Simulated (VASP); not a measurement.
A run of VASP 6.6.1 is set up as follows.

File INCAR:

```
ALGO = Normal
EDIFF = 1E-6
ENCUT = 520
GGA = PE
ISIF = 2
ISMEAR = -1
ISPIN = 2
LASPH = T
LCHARG = F
LMAXMIX = 6
LORBIT = 11
LREAL = F
LWAVE = F
MAGMOM = 7.372 7.372
NBANDS = 29
NELM = 150
PREC = Accurate
SIGMA = 0.05
```

Contents of KPOINTS:

```
k-points
0
Gamma
  5 5 3
```

The input POSCAR:

```
Gd
1.0
    3.6483276435      0.0000000000      0.0000000000
   -1.8241638217      3.1595444206      0.0000000000
    0.0000000000      0.0000000000      5.8327272018
Gd
2
Direct
    0.3333333333      0.6666666667      0.2500000000
    0.6666666667      0.3333333333      0.7500000000
```

Potentials or basis: VASP PAW PBE potentials, release 64 (Gd).

Launch:

```console
$ cat potpaw_PBE.64/Gd/POTCAR > POTCAR
$ mpirun -np 1 vasp_std > vasp.out
```

(1) Estimate the pressure.

(2) What does it give for the site moments?

(3) Predict the net moment.

Results:

(1) 0.2 GPa.

(2) Gd +7.00 μB.

(3) 15.33 μB per cell.

Caveat: the k points lie up to 0.40 Å⁻¹ apart.
